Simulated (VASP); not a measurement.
TiAl3:

```
Ti Al
1.0
    -1.88528    1.88528    4.22281
     1.88528   -1.88528    4.22281
     1.88528    1.88528   -4.22281
Ti Al
1 3
Direct
  0.00000 0.00000 0.00000
  0.25000 0.75000 0.50000
  0.75000 0.25000 0.50000
  0.50000 0.50000 0.00000
```

This cell differs from its parent crystal: volume scaled by 0.96.

Base run:

| Item | Value |
| --- | --- |
| Program | VASP 6.6.1 |
| Functional | LDA |
| Potentials or basis | VASP PAW LDA potentials, release 64 (Ti_sv, Al) |
| Cutoff | 520 eV |
| k mesh | 10 × 10 × 10 |
| Occupations | fermi-dirac, width 0.05 eV |
| Spin | no spin polarisation |

Its results: pressure 1.2 GPa.

Task: The run is repeated on the same cell with these changes: functional from LDA to PBE; potentials or basis from VASP PAW LDA potentials, release 64 (Ti_sv, Al) to VASP PAW PBE potentials, release 64 (Ti_sv, Al). What comes out?

Result: Pressure 7.1 GPa.
